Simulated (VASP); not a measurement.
# Cs2Cl: single point with PBE

Cs2Cl:

```
Cs Cl
1.0
     3.10527    1.79283    5.08766
    -3.10527    1.79283    5.08766
     0.00000   -3.58565    5.08766
Cs Cl
2 1
Direct
  0.25009 0.25009 0.25009
  0.74991 0.74991 0.74991
  0.00000 0.00000 0.00000
```

```yaml
Program: VASP 6.6.1
Task: single point
Functional: PBE
Potentials_or_basis: VASP PAW PBE potentials, release 64 (Cs_sv, Cl)
Cutoff: 520 eV
k_mesh: 9 × 9 × 9
Occupations: gaussian, width 0.1 eV
Spin: no spin polarisation
```

```json
{
  "Pressure": "0.0 GPa",
  "Band gap on the k mesh": "zero (an odd number of electrons rules out a gap without spin polarisation)"
}
```

Levels at points of the mesh, in eV from the Fermi level:
```tsv
k point	band 8	band 9	band 10	band 11	band 12	band 13	band 14	band 15	band 16	band 17
(0.00, 0.00, 0.00)	-10.76	-10.76	-4.82	-4.82	-4.81	-1.28	1.01	1.01	1.78	1.80
```

It took 2.7 min on 1 thread of Intel(R) Xeon(R) 6975P-C (Granite Rapids) (shared host), peak memory 0.46 GiB.

Caveat: spin-orbit coupling is left out, which moves the levels of the heavy elements; an odd number of electrons without spin polarisation forces a metal; a magnetic or distorted state may lie lower.
